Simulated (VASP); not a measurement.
Wanted: the native input for a VASP 6.6.1 run.

* Task: relaxation of the atoms
* Functional: PBEsol
* Potentials or basis: VASP PAW PBE potentials, release 64 (Be, F)
* Cutoff: 520 eV
* k mesh: 5 × 6 × 4
* Occupations: gaussian, width 0.15 eV
* Spin: no spin polarisation
* Dipole correction: no
* Further INCAR settings: LREAL = Auto; ALGO = Normal; EDIFF = 1e-06; IBRION = 2; EDIFFG = -0.03; NSW = 80

The structure of Be16F (a cell with a defect) lies in POSCAR:

```
Be16F
1.0
   -2.2900000000     -3.9663960000      0.0000000000
    3.4350000000     -1.9831980000      0.0000000000
    0.0000000000      0.0000000000      7.1768600000
Be F
16 1
Direct
    0.7500000000      0.5000000000      0.0000000000
    0.5000000000      0.3333333000      0.2500000000
    0.7500000000      0.5000000000      0.5000000000
    0.5000000000      0.3333333000      0.7500000000
    0.5000000000      0.0000000000      0.0000000000
    0.2500000000      0.8333333000      0.2500000000
    0.5000000000      0.0000000000      0.5000000000
    0.2500000000      0.8333333000      0.7500000000
    0.2500000000      0.5000000000      0.0000000000
    0.0000000000      0.3333333000      0.2500000000
    0.2500000000      0.5000000000      0.5000000000
    0.0000000000      0.3333333000      0.7500000000
    0.0000000000      0.0000000000      0.0000000000
    0.7500000000      0.8333333000      0.2500000000
    0.0000000000      0.0000000000      0.5000000000
    0.7500000000      0.8333333000      0.7500000000
    0.2501220000      0.1710659000      0.6218630000
```

The input as run:

INCAR

```
  PREC = Accurate
  ENCUT = 520
  EDIFF = 1E-6
  ISMEAR = 0
  SIGMA = 0.15
  LREAL = Auto
  LASPH = True
  NELM = 100
  ALGO = Normal
  ISIF = 2
  LWAVE = False
  LCHARG = False
  GGA = PS
  IBRION = 2
  NSW = 80
  EDIFFG = -0.03
```

KPOINTS

```
Automatic mesh
0
Gamma
  5 6 4
```

Potentials or basis: VASP PAW PBE potentials, release 64 (Be, F).

The run is started by

```sh
$ cat potpaw_PBE.64/Be/POTCAR potpaw_PBE.64/F/POTCAR > POTCAR
$ mpirun -np 1 vasp_std > vasp.out
```

It gave:

```yaml
Energy_gained_by_relaxing: 192.1 meV/atom
Ionic_steps: 69
Pressure_after_relaxing: 10.2 GPa
Largest_force_after_relaxing: 0.016 eV/Å
```

Caveat: the PAW data sets were made with another functional, which shifts forces and pressure a little; an odd number of electrons without spin polarisation forces a metal; a magnetic or distorted state may lie lower.

Run time: 95 min on 1 thread of Intel(R) Xeon(R) 6975P-C (Granite Rapids), with other jobs on the host, peak memory 0.35 GiB.
